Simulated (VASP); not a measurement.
# Al32Cu (a cell with a defect) in VASP: single point with PBEsol

Aim: the single point of Al32Cu (a cell with a defect) with PBEsol.

Program: VASP 6.6.1. These are calculated values, not measurements. Logs are shortened: lines on timing, memory, paths and dates and some standing lists are left out, and cuts for length are marked.

## Step 1: The cell of the first run

The cell holds a defect, 33 atoms: a = 8.100 Å, b = 8.100 Å, c = 8.100 Å, α = 90.00°, β = 90.00°, γ = 90.00°.

## Step 2: Single point, PBEsol

Contents of INCAR:

```
SYSTEM = Al32Cu
PREC = Accurate ; ENCUT = 520
EDIFF = 1E-6 ; ISMEAR = -1
SIGMA = 0.05 ; LREAL = Auto
LASPH = .True. ; NELM = 100
ALGO = Normal ; ISIF = 2
LWAVE = .False. ; LCHARG = .False.
GGA = PS ; NBANDS = 76
```

Contents of KPOINTS:

```
regular mesh
0
Gamma
  2 2 2
  0 0 0
```

Contents of POSCAR:

```
Al32Cu
1.0
    8.1000000000      0.0000000000      0.0000000000
    0.0000000000      8.1000000000      0.0000000000
    0.0000000000      0.0000000000      8.1000000000
Al Cu
32 1
Direct
    0.4615412346     -0.0002998765      0.0001280247
    0.7503896296      0.2886575309      0.0001245679
    0.7504159259     -0.0003050617      0.2891450617
    0.0395979012     -0.0003091358      0.0001243210
    0.2504655556      0.2595682716      0.0001458025
    0.4905533333      0.4996851852      0.0001448148
    0.7504269136      0.7105970370      0.0001254321
    0.2504544444     -0.0003625926      0.2600119753
    0.4964817284      0.2536516049      0.2541228395
    0.7504880247      0.4996848148      0.2600088889
    0.4905575309     -0.0003558025      0.5001177778
    0.7504827160      0.2595651852      0.5001198765
    0.7503943210     -0.0002939506      0.7111174074
    0.0103030864      0.4996683951      0.0001464198
    0.2504606173      0.7398071605      0.0001471605
    0.0043572840      0.2535532099      0.2540202469
    0.2503986420      0.4997029630      0.2533779012
    0.4965448148      0.7457370370      0.2540566667
    0.0102890123     -0.0003620988      0.5001300000
    0.2503854321      0.2529113580      0.5001214815
    0.4972085185      0.4997169136      0.5001196296
    0.7504892593      0.7398245679      0.5001253086
    0.2504616049     -0.0003608642      0.7402396296
    0.4964595062      0.2536738272      0.7461241975
    0.7504856790      0.4996824691      0.7402398765
    0.0043165432      0.7458181481      0.2539672840
    0.0036797531      0.4997098765      0.5001223457
    0.2503953086      0.7464300000      0.5001240741
    0.0043700000      0.2535700000      0.7462314815
    0.2503940741      0.4997061728      0.7468916049
    0.4965274074      0.7457208642      0.7461945679
    0.0043246914      0.7458074074      0.7462886420
   -0.2493902469      0.9996056790      0.0001388889
```

Potentials or basis: VASP PAW PBE potentials, release 64 (Al, Cu).

Started as:

```
cat potpaw_PBE.64/Al/POTCAR potpaw_PBE.64/Cu/POTCAR > POTCAR
mpirun -np 1 vasp_std > vasp.out
```

OUTCAR:

```text
SYSTEM = Al32Cu
   PREC = Accurate
   ENCUT = 520
   EDIFF = 1E-6
   ISMEAR = -1
   LREAL = Auto
   LASPH = .True.
   NELM = 100
   ISIF = 2
   GGA = PS

 ion  position               nearest neighbor table
   1  0.462  1.000  0.000-  33 2.34   5 2.71  23 2.71   8 2.71  15 2.71  18 2.92  31 2.92   9 2.92
                            24 2.92   2 3.31  13 3.31   3 3.31   7 3.31
   2  0.750  0.289  0.000-  33 2.34   6 2.71  25 2.71  10 2.71  14 2.71  16 2.92  29 2.92   9 2.92
                            24 2.92   1 3.31  13 3.31   3 3.31   4 3.31
   3  0.750  1.000  0.289-  33 2.34  11 2.71  12 2.71  22 2.71  19 2.71  26 2.92  16 2.92  18 2.92
                             9 2.92   1 3.31   2 3.31   7 3.31   4 3.31
   4  0.040  1.000  0.000-  33 2.34   5 2.71   8 2.71  15 2.71  23 2.71  26 2.92  32 2.92  16 2.92
                            29 2.92   2 3.31   3 3.31  13 3.31   7 3.31
   5  0.250  0.260  0.000-   4 2.71   1 2.71   6 2.75  14 2.75  17 2.83  30 2.83  16 2.86   9 2.86
                            29 2.86  24 2.86   8 2.98  23 2.98
   6  0.491  0.500  0.000-   7 2.71   2 2.71   5 2.75  15 2.75  17 2.83  30 2.83  18 2.86  31 2.86
                             9 2.86  24 2.86  10 2.98  25 2.98
   7  0.750  0.711  0.000-  33 2.34   6 2.71  10 2.71  25 2.71  14 2.71  26 2.92  32 2.92  18 2.92
                            31 2.92   1 3.31  13 3.31   3 3.31   4 3.31
   8  0.250  1.000  0.260-   4 2.71   1 2.71  11 2.75  19 2.75  28 2.83  20 2.83  26 2.86  18 2.86
                            16 2.86   9 2.86  15 2.98   5 2.98
   9  0.496  0.254  0.254-  21 2.82  20 2.82  17 2.82   5 2.86  12 2.86  11 2.86   6 2.86  10 2.86
[... 32 lines left out ...]
                            31 2.86  24 2.86  14 2.98   6 2.98
  26  0.004  0.746  0.254-  17 2.82  28 2.82  27 2.82   8 2.86  10 2.86  15 2.86  14 2.86  19 2.86
                            22 2.86   4 2.92   7 2.92   3 2.92
  27  0.004  0.500  0.500-  29 2.82  16 2.82  26 2.82  32 2.82  28 2.83  17 2.83  22 2.83  10 2.83
                            30 2.83  25 2.83  20 2.83  12 2.83
  28  0.250  0.746  0.500-  31 2.82  18 2.82  32 2.82  26 2.82  27 2.83  17 2.83  19 2.83  30 2.83
                             8 2.83  23 2.83  21 2.83  11 2.83
  29  0.004  0.254  0.746-  20 2.82  30 2.82  27 2.82  25 2.86  12 2.86   5 2.86  14 2.86  23 2.86
                            19 2.86   4 2.92  13 2.92   2 2.92
  30  0.250  0.500  0.747-  24 2.82  31 2.82  29 2.82  32 2.82  27 2.83  28 2.83  14 2.83  15 2.83
                            20 2.83   5 2.83   6 2.83  21 2.83
  31  0.497  0.746  0.746-  21 2.82  30 2.82  28 2.82  23 2.86   6 2.86  25 2.86  11 2.86  15 2.86
                            22 2.86   7 2.92  13 2.92   1 2.92
  32  0.004  0.746  0.746-  30 2.82  28 2.82  27 2.82  25 2.86  23 2.86  19 2.86  15 2.86  14 2.86
                            22 2.86   4 2.92   7 2.92  13 2.92
  33  0.751  1.000  0.000-   4 2.34   3 2.34   7 2.34  13 2.34   2 2.34   1 2.34

  LATTYP: Found a simple cubic cell.
 ALAT       =     8.1000000000

  Lattice vectors:

 A1 = (   8.1000000000,   0.0000000000,   0.0000000000)
 A2 = (   0.0000000000,   8.1000000000,   0.0000000000)
 A3 = (   0.0000000000,   0.0000000000,   8.1000000000)

Analysis of symmetry for initial positions (statically):
=====================================================================
 Subroutine PRICEL returns:
 Original cell was already a primitive cell.

 Routine SETGRP: Setting up the symmetry group for a
 simple cubic supercell.

 Subroutine GETGRP returns: Found  1 space group operations
 (whereof  1 operations were pure point group operations)
 out of a pool of 48 trial point group operations.

The static configuration has the point symmetry C_1 .

Analysis of symmetry for dynamics (positions and initial velocities):
=====================================================================
 Subroutine PRICEL returns:
 Original cell was already a primitive cell.

 Routine SETGRP: Setting up the symmetry group for a
 simple cubic supercell.

 Subroutine GETGRP returns: Found  1 space group operations
 (whereof  1 operations were pure point group operations)
 out of a pool of 48 trial point group operations.

The dynamic configuration has the point symmetry C_1 .

 Subroutine INISYM returns: Found  1 space group operations
 (whereof  1 operations are pure point group operations),
 and found     1 'primitive' translations

----------------------------------------------------------------------------------------

[... 84 lines left out ...]

 KPOINTS: regular mesh

Automatic generation of k-mesh.
 Grid dimensions read from file:
 generate k-points for:    2    2    2

 Generating k-lattice:

  Cartesian coordinates                     Fractional coordinates (reciprocal lattice)
     0.061728395  0.000000000  0.000000000     0.500000000  0.000000000  0.000000000
     0.000000000  0.061728395  0.000000000     0.000000000  0.500000000  0.000000000
     0.000000000  0.000000000  0.061728395     0.000000000  0.000000000  0.500000000

  Length of vectors
     0.061728395  0.061728395  0.061728395

  Shift w.r.t. Gamma in fractional coordinates (k-lattice)
     0.000000000  0.000000000  0.000000000

 Subroutine IBZKPT returns following result:
 ===========================================

 Found      8 irreducible k-points:

 Following reciprocal coordinates:
            Coordinates               Weight
  0.000000  0.000000  0.000000      1.000000
  0.500000  0.000000  0.000000      1.000000
  0.000000  0.500000  0.000000      1.000000
  0.000000  0.000000  0.500000      1.000000
  0.500000  0.500000  0.000000      1.000000
  0.000000  0.500000  0.500000      1.000000
  0.500000  0.000000  0.500000      1.000000
  0.500000  0.500000  0.500000      1.000000
   k-points           NKPTS =      8   k-points in BZ     NKDIM =      8   number of bands    NBANDS=     76
   number of dos      NEDOS =    301   number of ions     NIONS =     33
   total plane-waves  NPLWV = 216000
   dimension x,y,z NGX =    60 NGY =   60 NGZ =   60
   dimension x,y,z NGXF=   120 NGYF=  120 NGZF=  120
   ions per type =              32   1
   NGX,Y,Z   is equivalent  to a cutoff of  12.31, 12.31, 12.31 a.u.
   NGXF,Y,Z  is equivalent  to a cutoff of  24.63, 24.63, 24.63 a.u.
 SYSTEM =  Al32Cu
   PREC   = accura    normal or accurate (medium, high low for compatibility)
   ISTART =      0    job   : 0-new  1-cont  2-samecut
   ICHARG =      2    charge: 1-file 2-atom 10-const
   ISPIN  =      1    spin polarized calculation?
   LNONCOLLINEAR =      F non collinear calculations
   LSORBIT =      F    spin-orbit coupling
   LASPH  =      T    aspherical Exc in radial PAW
   ENCUT  =  520.0 eV  38.22 Ry    6.18 a.u.  15.06 15.06 15.06*2*pi/ulx,y,z
   NELM   =    100;   NELMIN=  2; NELMDL= -5     # of ELM steps
   EDIFF  = 0.1E-05   stopping-criterion for ELM
   LREAL  =      T    real-space projection
   EDIFFG = 0.1E-04   stopping-criterion for IOM
   NSW    =      0    number of steps for IOM
   IBRION =     -1    ionic relax: 0-MD 1-quasi-New 2-CG
   NFREE  =      0    steps in history (QN), initial steepest desc. (CG)
   ISIF   =      2    stress and relaxation
   ISYM   =      2    0-nonsym 1-usesym 2-fastsym
   POTIM  = 0.5000    time-step for ionic-motion
   TEBEG  =    0.0;   TEEND  =   0.0 temperature during run
   PSTRESS=    0.0 pullay stress
   NELECT =     107.0000    total number of electrons
   NUPDOWN=      -1.0000    fix difference up-down
   EMIN   =  10.00;   EMAX   =-10.00  energy-range for DOS
   EFERMI =   0.00;   METHOD = LEGACY
   ISMEAR =    -1;   SIGMA  =   0.05  broadening in eV -4-tet -1-fermi 0-gaus
   EFERMI_NEDOS =   21; number of points for ismear=-14 and -15
   IALGO  =     38    algorithm
   IMIX   =      4    mixing-type and parameters
     AMIX     =   0.40;   BMIX     =  1.00
     AMIX_MAG =   1.60;   BMIX_MAG =  1.00
  volume/ion in A,a.u.               =      16.10       108.68
  Fermi-wavevector in a.u.,A,eV,Ry     =   0.959513  1.813218 12.526422  0.920666
  Thomas-Fermi vector in A             =   2.088716
   LORBIT       =      0    0 simple, 1 ext, 2 COOP (PROOUT), +10 PAW based schemes
   GGA     = PS    functional components
   LHFCALC =     F    Hartree Fock is set to
   AEXX    =    0.0000 exact exchange contribution
   IVDW    =     0    specifies the selected vdW correction
   LEPSILON=     F    determine dielectric tensor
   LRPA    =     F    only Hartree local field effects (RPA)
 non-spin polarized calculation
  energy-cutoff  :      520.00
  volume of cell :      531.44
 maximum number of plane-waves:     14400
   NGX = 31   NGY = 31   NGZ = 31

 number of electron     106.9999990 magnetization

 Free energy of the ion-electron system (eV)
  ---------------------------------------------------
  ext. energy  EPLUGINS =         0.00000000
  ---------------------------------------------------
  free energy    TOTEN  =      -134.51668334 eV

  energy without entropy =     -134.39446240  energy(sigma->0) =     -134.45557287

 E-fermi :   7.7293     XC(G=0): -10.3622

 val. band max:        7.7275096397   @ k =   0.5000   0.0000   0.0000
 cond. band min:       7.9125406416   @ k =   0.0000   0.0000   0.0000
 fundamental gap:      0.1850310018
 Fermi energy:         7.7293337234

 k-point     1 :       0.0000    0.0000    0.0000
  band No.  band energies     occupation
      1      -3.1161      2.00000
      2      -1.0319      2.00000
      3      -1.0318      2.00000
      4      -0.8133      2.00000
      5      -0.7958      2.00000
      6      -0.7958      2.00000
[... 533 lines left out ...]
     64      11.1644      0.00000
     65      11.3361      0.00000
 [bands above 65 left out]

------------------------ aborting loop because EDIFF is reached ----------------------------------------

  FORCE on cell =-STRESS in cart. coord.  units (eV):
  Direction    XX          YY          ZZ          XY          YZ          ZX
  --------------------------------------------------------------------------------------
  -------------------------------------------------------------------------------------
  Total        4.3686307      4.3670478      4.3761141     -0.0076003     -0.0039798      0.0024852
  in kB       13.1704575     13.1656855     13.1930182     -0.0229132     -0.0119981      0.0074922
  external PRESSURE =      13.1763871 kB  Pullay stress =       0.0000000 kB

 VOLUME and BASIS-vectors are now :
 -----------------------------------------------------------------------------
  energy-cutoff  :      520.00
  volume of cell :      531.44
      direct lattice vectors                 reciprocal lattice vectors
     8.100000000  0.000000000  0.000000000     0.123456790  0.000000000  0.000000000
     0.000000000  8.100000000  0.000000000     0.000000000  0.123456790  0.000000000
     0.000000000  0.000000000  8.100000000     0.000000000  0.000000000  0.123456790

 POSITION                                       TOTAL-FORCE (eV/Angst)
 -----------------------------------------------------------------------------------
      3.73848      8.09757      0.00104        -0.017976      0.001613     -0.000562
      6.07816      2.33813      0.00101        -0.001437      0.016045     -0.000057
      6.07837      8.09753      2.34207         0.000102      0.000550      0.017714
      0.32074      8.09750      0.00101         0.017486     -0.000927      0.000178
      2.02877      2.10250      0.00118         0.002915     -0.009679     -0.000808
      3.97348      4.04745      0.00117         0.009183     -0.002065     -0.000029
[... 25 lines left out ...]
      0.03503      6.04104      6.04494        -0.006559      0.006885      0.006510
      6.07994      8.09681      0.00113        -0.001877      0.001081     -0.000688
 -----------------------------------------------------------------------------------
    total drift:                                0.020260     -0.011200      0.009326

  FREE ENERGIE OF THE ION-ELECTRON SYSTEM (eV)
  ---------------------------------------------------
  free  energy   TOTEN  =      -134.5166833357 eV

  energy  without entropy=     -134.3944623994  energy(sigma->0) =     -134.45557287
```

Run time: 4.8 min. Hardware: 1 thread of Intel Xeon 6975P-C (Granite Rapids), shared host; peak memory 0.57 GiB.

What came out:

```
Free energy            : -134.5167 eV
Pressure               : 1.3 GPa
Largest force          : 0.018 eV/Å
Band gap on the k mesh : zero (an odd number of electrons rules out a gap without spin polarisation)
```

Forces on the atoms (eV/Å):
```
Al  -0.018  0.002 -0.001
Al  -0.001  0.016  0.000
Al   0.000  0.001  0.018
Al   0.017 -0.001  0.000
Al   0.003 -0.010 -0.001
Al   0.009 -0.002  0.000
Al   0.001 -0.017  0.000
Al   0.002  0.001 -0.011
Al   0.008 -0.008 -0.008
Al   0.000 -0.001 -0.011
Al   0.009 -0.001  0.000
Al   0.001 -0.010  0.000
Al  -0.001  0.001 -0.018
Al  -0.010 -0.002  0.000
Al   0.001  0.011  0.000
Al  -0.007 -0.006 -0.006
Al   0.000 -0.001 -0.005
Al   0.006  0.007 -0.007
Al  -0.010  0.000  0.001
Al   0.000 -0.002  0.000
Al   0.002  0.001  0.000
Al   0.000  0.011  0.001
Al   0.003  0.000  0.010
Al   0.008 -0.008  0.009
Al   0.001 -0.001  0.009
Al  -0.007  0.007 -0.007
Al  -0.006 -0.001  0.001
Al   0.000  0.005  0.001
Al  -0.008 -0.007  0.007
Al  -0.001  0.000  0.002
Al   0.007  0.008  0.008
Al  -0.007  0.007  0.007
Cu  -0.002  0.001 -0.001
```

Caveat: the k points lie up to 0.39 Å⁻¹ apart, too coarse for converged energies and pressures of a metal; the PAW data sets were made with another functional, which shifts forces and pressure a little.
